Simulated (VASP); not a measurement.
# InP (Fm-3m) in VASP: notebook

Aim: see how the results for InP move with the level of theory and the settings. Levels: PBE-based screened hybrid with 20 % exact exchange, HSE06. Tasks: single point.

Everything below comes from runs of VASP 6.6.1. Logs are shortened: lines on timing, memory, paths and dates and some standing lists are left out, and cuts for length are marked.

## 1. The cell of the first run

The structure is cubic, space group Fm-3m (No. 225). The conventional cell has a = 5.491 Å, b = 5.491 Å, c = 5.491 Å, α = 90.00°, β = 90.00°, γ = 90.00°. In (site symmetry m-3m) has 6 P at 2.75 Å within 3.6 Å. Within 3.6 Å of P (site symmetry m-3m) lie 6 In at 2.75 Å.

## 2. Single point, PBE-based screened hybrid with 20 % exact exchange

Input file POSCAR:

```
InP
1.0
    0.0000000000      2.7453630729      2.7453630729
    2.7453630729      0.0000000000      2.7453630729
    2.7453630729      2.7453630729      0.0000000000
In P
1 1
Direct
    0.0000000000      0.0000000000      0.0000000000
    0.5000000000      0.5000000000      0.5000000000
```

Input file INCAR.step1:

```
ALGO = Normal
EDIFF = 1E-5
ENCUT = 520
GGA = PE
ISIF = 2
ISMEAR = -1
LASPH = T
LCHARG = F
LREAL = F
LWAVE = T
NBANDS = 16
NELM = 60
PREC = Accurate
SIGMA = 0.02
```

Input file INCAR.step2:

```
AEXX = 0.2
ALGO = Normal
EDIFF = 1E-6
ENCUT = 520
GGA = PE
HFSCREEN = 0.3
ISIF = 2
ISMEAR = -1
ISTART = 1
LASPH = T
LCHARG = F
LHFCALC = T
LREAL = F
LWAVE = F
NBANDS = 16
NELM = 60
PREC = Accurate
PRECFOCK = Normal
SIGMA = 0.02
```

Input file KPOINTS:

```
k-points
0
Gamma
  4 4 4
```

Potentials or basis: VASP PAW PBE potentials, release 64 (In_d, P).

Started as:

```
$ cat potpaw_PBE.64/In_d/POTCAR potpaw_PBE.64/P/POTCAR > POTCAR
$ cp INCAR.step1 INCAR
$ mpirun -np 1 vasp_std > vasp.out
$ cp INCAR.step2 INCAR
$ mpirun -np 1 vasp_std > vasp.out
```

OUTCAR:

```text
AEXX = 0.2
   EDIFF = 1E-6
   ENCUT = 520
   GGA = PE
   HFSCREEN = 0.3
   ISIF = 2
   ISMEAR = -1
   ISTART = 1
   LASPH = T
   LHFCALC = T
   LREAL = F
   NELM = 60
   PREC = Accurate
   PRECFOCK = Normal

 ion  position               nearest neighbor table
   1  0.000  0.000  0.000-   2 2.75   2 2.75   2 2.75   2 2.75   2 2.75   2 2.75
   2  0.500  0.500  0.500-   1 2.75   1 2.75   1 2.75   1 2.75   1 2.75   1 2.75

  LATTYP: Found a face centered cubic cell.
 ALAT       =     5.4907261458

  Lattice vectors:

 A1 = (   0.0000000000,   2.7453630729,   2.7453630729)
 A2 = (   2.7453630729,   0.0000000000,   2.7453630729)
 A3 = (   2.7453630729,   2.7453630729,   0.0000000000)

Analysis of symmetry for initial positions (statically):
=====================================================================
 Subroutine PRICEL returns:
 Original cell was already a primitive cell.

 Routine SETGRP: Setting up the symmetry group for a
 face centered cubic supercell.

 Subroutine GETGRP returns: Found 48 space group operations
 (whereof 48 operations were pure point group operations)
 out of a pool of 48 trial point group operations.

The static configuration has the point symmetry O_h .

Analysis of symmetry for dynamics (positions and initial velocities):
=====================================================================
 Subroutine PRICEL returns:
 Original cell was already a primitive cell.

 Routine SETGRP: Setting up the symmetry group for a
 face centered cubic supercell.

 Subroutine GETGRP returns: Found 48 space group operations
 (whereof 48 operations were pure point group operations)
 out of a pool of 48 trial point group operations.

The dynamic configuration has the point symmetry O_h .

 Subroutine INISYM returns: Found 48 space group operations
 (whereof 48 operations are pure point group operations),
 and found     1 'primitive' translations

----------------------------------------------------------------------------------------

                                     Primitive cell

  volume of cell :      41.3837

  direct lattice vectors                    reciprocal lattice vectors
     0.000000000  2.745363073  2.745363073    -0.182125273  0.182125273  0.182125273
     2.745363073  0.000000000  2.745363073     0.182125273 -0.182125273  0.182125273
     2.745363073  2.745363073  0.000000000     0.182125273  0.182125273 -0.182125273

  length of vectors
     3.882529691  3.882529691  3.882529691     0.315450227  0.315450227  0.315450227

  position of ions in fractional coordinates (direct lattice)
     0.000000000  0.000000000  0.000000000
     0.500000000  0.500000000  0.500000000

  ion indices of the primitive-cell ions
   primitive index   ion index
                 1           1
                 2           2

----------------------------------------------------------------------------------------

 KPOINTS: k-points

Automatic generation of k-mesh.
 Grid dimensions read from file:
 generate k-points for:    4    4    4

 Generating k-lattice:

  Cartesian coordinates                     Fractional coordinates (reciprocal lattice)
    -0.045531318  0.045531318  0.045531318     0.250000000  0.000000000  0.000000000
     0.045531318 -0.045531318  0.045531318     0.000000000  0.250000000  0.000000000
     0.045531318  0.045531318 -0.045531318     0.000000000  0.000000000  0.250000000

  Length of vectors
     0.078862557  0.078862557  0.078862557

  Shift w.r.t. Gamma in fractional coordinates (k-lattice)
     0.000000000  0.000000000  0.000000000

 Subroutine IBZKPT returns following result:
 ===========================================

 Found      8 irreducible k-points:

 Following reciprocal coordinates:
            Coordinates               Weight
  0.000000  0.000000  0.000000      1.000000
  0.250000  0.000000  0.000000      8.000000
  0.500000  0.000000  0.000000      4.000000
  0.250000  0.250000  0.000000      6.000000
  0.500000  0.250000  0.000000     24.000000
 -0.250000  0.250000  0.000000     12.000000
  0.500000  0.500000  0.000000      3.000000
 -0.250000  0.500000  0.250000      6.000000
   k-points           NKPTS =      8   k-points in BZ     NKDIM =     64   number of bands    NBANDS=     16
   number of dos      NEDOS =    301   number of ions     NIONS =      2
   total plane-waves  NPLWV =  27000
   dimension x,y,z NGX =    30 NGY =   30 NGZ =   30
   dimension x,y,z NGXF=    60 NGYF=   60 NGZF=   60
   ions per type =               1   1
   NGX,Y,Z   is equivalent  to a cutoff of  12.85, 12.85, 12.85 a.u.
   NGXF,Y,Z  is equivalent  to a cutoff of  25.69, 25.69, 25.69 a.u.
 SYSTEM =  unknown system
   PREC   = accura    normal or accurate (medium, high low for compatibility)
   ISTART =      1    job   : 0-new  1-cont  2-samecut
   ICHARG =      0    charge: 1-file 2-atom 10-const
   ISPIN  =      1    spin polarized calculation?
   LNONCOLLINEAR =      F non collinear calculations
   LSORBIT =      F    spin-orbit coupling
   LASPH  =      T    aspherical Exc in radial PAW
   ENCUT  =  520.0 eV  38.22 Ry    6.18 a.u.   7.22  7.22  7.22*2*pi/ulx,y,z
   NELM   =     60;   NELMIN=  2; NELMDL=  0     # of ELM steps
   EDIFF  = 0.1E-05   stopping-criterion for ELM
   LREAL  =      F    real-space projection
   EDIFFG = 0.1E-04   stopping-criterion for IOM
   NSW    =      0    number of steps for IOM
   IBRION =     -1    ionic relax: 0-MD 1-quasi-New 2-CG
   NFREE  =      0    steps in history (QN), initial steepest desc. (CG)
   ISIF   =      2    stress and relaxation
   ISYM   =      3    0-nonsym 1-usesym 2-fastsym
   POTIM  = 0.5000    time-step for ionic-motion
   TEBEG  =    0.0;   TEEND  =   0.0 temperature during run
   PSTRESS=    0.0 pullay stress
   NELECT =      18.0000    total number of electrons
   NUPDOWN=      -1.0000    fix difference up-down
   EMIN   =  10.00;   EMAX   =-10.00  energy-range for DOS
   EFERMI =   0.00;   METHOD = LEGACY
   ISMEAR =    -1;   SIGMA  =   0.02  broadening in eV -4-tet -1-fermi 0-gaus
   EFERMI_NEDOS =   21; number of points for ismear=-14 and -15
   IALGO  =     38    algorithm
   IMIX   =      1    mixing-type and parameters
     AMIX     =   0.40;   BMIX     =  1.00
     AMIX_MAG =   1.60;   BMIX_MAG =  1.00
  volume/ion in A,a.u.               =      20.69       139.64
  Fermi-wavevector in a.u.,A,eV,Ry     =   1.240383  2.343984 20.933251  1.538551
  Thomas-Fermi vector in A             =   2.374826
   LORBIT       =      0    0 simple, 1 ext, 2 COOP (PROOUT), +10 PAW based schemes
   GGA     = PE    functional components
   LHFCALC =     T    Hartree Fock is set to
   PRECFOCK=normal    Normal, Fast or Accurate (Low or Medium for compatibility)
   ENCUT4O =  -1.0   cutoff for four orbital integrals eV
   NKREDX  =     1    reduce k-point grid by
   NKREDY  =     1    reduce k-point grid by
   NKREDZ  =     1    reduce k-point grid by
   AEXX    =    0.2000 exact exchange contribution
   HFSCREEN=    0.3000 screening length (either q_TF or 0.3 A-1)
   HFSCREENC=   0.3000 screening length for correlation (either q_TF or 0.3 A-1)
   ENCUTFOCK=  -1.0 apply spherical cutoff to Coloumb kernel
   IVDW    =     0    specifies the selected vdW correction
   LEPSILON=     F    determine dielectric tensor
   LRPA    =     F    only Hartree local field effects (RPA)
 non-spin polarized calculation
  energy-cutoff  :      520.00
  volume of cell :       41.38
 maximum number of plane-waves:      1139
 NGX is ok and might be reduce to    30
  NGX = 24; NGY = 24; NGZ = 24

 number of electron      18.0000004 magnetization

 Free energy of the ion-electron system (eV)
  ---------------------------------------------------
  ext. energy  EPLUGINS =         0.00000000
  ---------------------------------------------------
  free energy    TOTEN  =        -8.59834864 eV

  energy without entropy =       -8.59504078  energy(sigma->0) =       -8.59669471

 E-fermi :   7.4278     XC(G=0):  -9.1627

 val. band max:        7.4175371969   @ k =   0.5000   0.0000   0.0000
 cond. band min:       8.0337596787   @ k =   0.5000   0.2500   0.0000
 fundamental gap:      0.6162224818
 Fermi energy:         7.4277527312

 k-point     1 :       0.0000    0.0000    0.0000
  band No.  band energies     occupation
      1      -8.6209      2.00000
      2      -8.6209      2.00000
      3      -8.5951      2.00000
      4      -8.5951      2.00000
      5      -8.5951      2.00000
      6      -5.9549      2.00000
[... 8 lines left out ...]
     15      16.4966      0.00000
     16      16.4966      0.00000

 k-point     2 :       0.2500    0.0000    0.0000
  band No.  band energies     occupation
      1      -8.6537      2.00000
      2      -8.6537      2.00000
      3      -8.5987      2.00000
      4      -8.5538      2.00000
      5      -8.5538      2.00000
      6      -5.1051      2.00000
[... 8 lines left out ...]
     15      16.5311      0.00000
     16      16.5311      0.00000

 k-point     3 :       0.5000    0.0000    0.0000
  band No.  band energies     occupation
      1      -8.6893      2.00000
      2      -8.6893      2.00000
      3      -8.6066      2.00000
      4      -8.5089      2.00000
      5      -8.5089      2.00000
      6      -3.5881      2.00000
[... 8 lines left out ...]
     15      19.3157      0.00000
     16      19.3157      0.00000

 k-point     4 :       0.2500    0.2500    0.0000
  band No.  band energies     occupation
      1      -8.7543      2.00000
      2      -8.6235      2.00000
      3      -8.5964      2.00000
      4      -8.5382      2.00000
      5      -8.5382      2.00000
      6      -4.7431      2.00000
[... 8 lines left out ...]
     15      18.7143      0.00000
     16      20.0261      0.00000

 k-point     5 :       0.5000    0.2500    0.0000
  band No.  band energies     occupation
      1      -8.8156      2.00000
      2      -8.6273      2.00000
      3      -8.6068      2.00000
      4      -8.5246      2.00000
      5      -8.4969      2.00000
      6      -3.1083      2.00000
[... 8 lines left out ...]
     15      19.9920      0.00000
     16      21.1563      0.00000

 k-point     6 :      -0.2500    0.2500    0.0000
  band No.  band energies     occupation
      1      -8.7239      2.00000
      2      -8.6661      2.00000
      3      -8.5755      2.00000
      4      -8.5461      2.00000
      5      -8.5315      2.00000
      6      -3.7759      2.00000
[... 8 lines left out ...]
     15      19.6177      0.00000
     16      19.8516      0.00000

 k-point     7 :       0.5000    0.5000    0.0000
  band No.  band energies     occupation
      1      -8.9465      2.00000
      2      -8.6521      2.00000
      3      -8.5719      2.00000
      4      -8.4760      2.00000
      5      -8.4760      2.00000
      6      -2.3540      2.00000
[... 8 lines left out ...]
     15      20.4540      0.00000
     16      21.5869      0.00000

 k-point     8 :      -0.2500    0.5000    0.2500
  band No.  band energies     occupation
      1      -8.8561      2.00000
      2      -8.6283      2.00000
      3      -8.5692      2.00000
      4      -8.5692      2.00000
      5      -8.4760      2.00000
      6      -2.2947      2.00000
[... 8 lines left out ...]
     15      19.6229      0.00000
     16      21.5861      0.00000

------------------------ aborting loop because EDIFF is reached ----------------------------------------

  FORCE on cell =-STRESS in cart. coord.  units (eV):
  Direction    XX          YY          ZZ          XY          YZ          ZX
  --------------------------------------------------------------------------------------
  -------------------------------------------------------------------------------------
  Total        0.0872511      0.0872511      0.0872511     -0.0000000      0.0000000     -0.0000000
  in kB        3.3779435      3.3779435      3.3779435     -0.0000000      0.0000000     -0.0000000
  external PRESSURE =       3.3779435 kB  Pullay stress =       0.0000000 kB

 VOLUME and BASIS-vectors are now :
 -----------------------------------------------------------------------------
  energy-cutoff  :      520.00
  volume of cell :       41.38
      direct lattice vectors                 reciprocal lattice vectors
     0.000000000  2.745363073  2.745363073    -0.182125273  0.182125273  0.182125273
     2.745363073  0.000000000  2.745363073     0.182125273 -0.182125273  0.182125273
     2.745363073  2.745363073  0.000000000     0.182125273  0.182125273 -0.182125273

 POSITION                                       TOTAL-FORCE (eV/Angst)
 -----------------------------------------------------------------------------------
      0.00000      0.00000      0.00000         0.000000      0.000000     -0.000000
      2.74536      2.74536      2.74536        -0.000000     -0.000000      0.000000
 -----------------------------------------------------------------------------------
    total drift:                               -0.000001     -0.000001     -0.000001

  FREE ENERGIE OF THE ION-ELECTRON SYSTEM (eV)
  ---------------------------------------------------
  free  energy   TOTEN  =        -8.5983486362 eV

  energy  without entropy=       -8.5950407847  energy(sigma->0) =       -8.59669471
```

Run time: 11 min. Hardware: 1 thread of Intel Xeon Platinum 8259CL at 2.50GHz (Skylake/Cascade Lake), shared host; peak memory 0.27 GiB.

Results:

```
Free energy            : -8.5983 eV
Pressure               : 0.3 GPa
Band gap on the k mesh : zero (bands 9 and 10 overlap by 2.60 eV)
```

Caveat: the k points lie up to 0.50 Å⁻¹ apart, too coarse for converged energies and pressures of a metal; the structure was generated, so it needn't be the stable form of InP; the PAW data sets were made with another functional, which shifts forces and pressure a little; spin-orbit coupling is left out, which moves the levels of the heavy elements.

## 3. Single point, HSE06

POSCAR is that of step 2.

Input file INCAR.step1:

```
PREC     = Accurate       # precision mode
ENCUT    = 520            # plane-wave cutoff, eV
EDIFF    = 1E-5           # SCF threshold, eV
ISMEAR   = 1              # smearing method
SIGMA    = 0.001          # smearing width, eV
LREAL    = False          # projectors in reciprocal space
LASPH    = True           # aspherical terms in the spheres
NELM     = 100            # most SCF steps
ALGO     = Normal         # electronic algorithm
ISIF     = 2              # what is computed and relaxed
LWAVE    = True           # write WAVECAR
LCHARG   = False          # write CHGCAR
GGA      = PE             # functional
NBANDS   = 16             # bands
```

Input file INCAR.step2:

```
PREC     = Accurate       # precision mode
ENCUT    = 520            # plane-wave cutoff, eV
EDIFF    = 1E-6           # SCF threshold, eV
ISMEAR   = 1              # smearing method
SIGMA    = 0.001          # smearing width, eV
LREAL    = False          # projectors in reciprocal space
LASPH    = True           # aspherical terms in the spheres
NELM     = 100            # most SCF steps
ALGO     = Normal         # electronic algorithm
ISIF     = 2              # what is computed and relaxed
LWAVE    = False          # write WAVECAR
LCHARG   = False          # write CHGCAR
GGA      = PE             # functional
LHFCALC  = True           # exact exchange
HFSCREEN = 0.2079         # screening, 1/A
PRECFOCK = Normal       
ISTART   = 1            
NBANDS   = 16             # bands
```

Input file KPOINTS:

```
regular mesh
0
Gamma
  4 4 4
```

Potentials or basis: VASP PAW PBE potentials, release 64 (In_d, P).

Started as:

```
$ cat potpaw_PBE.64/In_d/POTCAR potpaw_PBE.64/P/POTCAR > POTCAR
$ cp INCAR.step1 INCAR
$ mpirun -np 1 vasp_std > vasp.out
$ cp INCAR.step2 INCAR
$ mpirun -np 1 vasp_std > vasp.out
```

It took 42 min on 1 thread of Intel Xeon Platinum 8259CL at 2.50GHz (Skylake/Cascade Lake), shared host; peak memory 0.27 GiB.

The run converged. Its results:

```yaml
Free_energy: -9.1384 eV
Pressure: -0.4 GPa
Band_gap_on_the_k_mesh: zero (bands 9 and 10 overlap by 2.54 eV)
```

Levels at points of the mesh, in eV from the Fermi level:
```csv
k point,band 5,band 6,band 7,band 8,band 9,band 10,band 11,band 12,band 13,band 14
"(0.00, 0.00, 0.00)",-16.51,-13.79,-0.57,-0.56,-0.54,1.22,7.63,7.63,7.63,9.44
"(0.50, 0.00, 0.00)",-16.43,-11.37,-7.75,-0.07,0.00,2.90,3.76,3.76,6.20,12.08
"(0.50, 0.50, 0.00)",-16.39,-10.11,-5.91,-2.92,-2.91,-2.54,4.10,11.10,11.11,11.45
```

Caveat: the k points lie up to 0.50 Å⁻¹ apart, too coarse for converged energies and pressures of a metal; the structure was generated, so it needn't be the stable form of InP; the PAW data sets were made with another functional, which shifts forces and pressure a little; spin-orbit coupling is left out, which moves the levels of the heavy elements.

The gap in the log of VASP goes by the Fermi energy; the results here count the filled bands.